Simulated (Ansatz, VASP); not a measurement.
GeSb3Te: VASP beside Ansatz

The input INCAR:

```
SYSTEM = GeSb3Te
ALGO = Normal
EDIFF = 1E-6
ENCUT = 520
GGA = PE
ISIF = 2
ISMEAR = 0
LASPH = .True.
LCHARG = .True.
LELF = .True.
LREAL = .False.
LVHAR = .True.
LWAVE = .False.
NBANDS = 26
NELM = 80
PREC = Accurate
SIGMA = 0.1
```

Contents of KPOINTS:

```
k-points
0
Gamma
  4 4 4
  0 0 0
```

File POSCAR:

```
GeSb3Te
1.0
    5.2134419400      0.0000000000      0.0000000000
    0.0000000000      5.2134419400      0.0000000000
    0.0000000000      0.0000000000      5.2134419400
Ge Sb Te
1 3 1
Direct
    0.0000000000      0.0000000000      0.0000000000
    0.0000000000      0.5000000000      0.5000000000
    0.5000000000      0.0000000000      0.5000000000
    0.5000000000      0.5000000000      0.0000000000
    0.5000000000      0.5000000000      0.5000000000
```

Input for Ansatz:

```yaml
crystal:
  lattice:
    - [5.21344194, 0.0, 0.0]
    - [0.0, 5.21344194, 0.0]
    - [0.0, 0.0, 5.21344194]
  atoms:
    - { symbol: Ge, position: [0.0, 0.0, 0.0] }
    - { symbol: Sb, position: [0.0, 0.5, 0.5] }
    - { symbol: Sb, position: [0.5, 0.0, 0.5] }
    - { symbol: Sb, position: [0.5, 0.5, 0.0] }
    - { symbol: Te, position: [0.5, 0.5, 0.5] }
basis:
  ecutwfc: 420
kpoints:
  mp_grid: { grid: [4, 4, 4] }
hamiltonian:
  xc: pbe
scf:
  occupations: { method: gaussian, width: 0.1 }
  lower_state_search: "off"
output:
  forces: true
  stress: true
  eigenvalues: true
```

Change from the starting cell: species swapped into the ErBRh3 type (Pm-3m, No. 221).

Alike in both runs: task single point; functional PBE; k mesh 4 × 4 × 4; occupations gaussian, width 0.1 eV; no spin polarisation.

```csv
,VASP,Ansatz
version,VASP 6.6.1,Ansatz 0.2.0
potentials or method,"VASP PAW PBE potentials, release 64 (Ge_d, Sb, Te), cutoff 520 eV","scalar-relativistic, plane waves, PAW"
valence electrons in the cell,35,75
```

|  | VASP | Ansatz | Ansatz less VASP |
| --- | --- | --- | --- |
| gap on the k mesh at the Fermi level (eV) | none | none | - |
| pressure (GPa) | 18.1 | 17.9 | -0.23 |

A gap of «none» marks a metal or a gap that the smearing closes. VASP's potentials hold 35 valence electrons a cell and Ansatz's 75, so a difference there can come from the potentials and not from the codes.

Spin-orbit coupling is off throughout.
